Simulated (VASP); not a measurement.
Cu:

```
Cu
1.0
     0.00000    1.79174    1.79174
     1.79174    0.00000    1.79174
     1.79174    1.79174    0.00000
Cu
1
Cartesian
  0.0000 0.0000 0.0000
```

Base run:

| Property | Result |
| --- | --- |
| Program | VASP 6.6.1 |
| Functional | PBE |
| Potentials or basis | VASP PAW PBE potentials, release 64 (Cu) |
| Cutoff | 600 eV |
| k mesh | 12 × 12 × 12 |
| Occupations | fermi-dirac, width 0.05 eV |
| Spin | no spin polarisation |

Its results: band gap on the k mesh zero (an odd number of electrons rules out a gap without spin polarisation); pressure 6.5 GPa.

The run is repeated on the same cell with these changes: occupations from fermi-dirac, width 0.05 eV to fermi-dirac, width 0.3 eV. What comes out?

Band gap on the k mesh zero (an odd number of electrons rules out a gap without spin polarisation); pressure 7.1 GPa.

Caveats: the cell stands under pressure; so wide a smearing shifts energies and pressures (at least some runs).
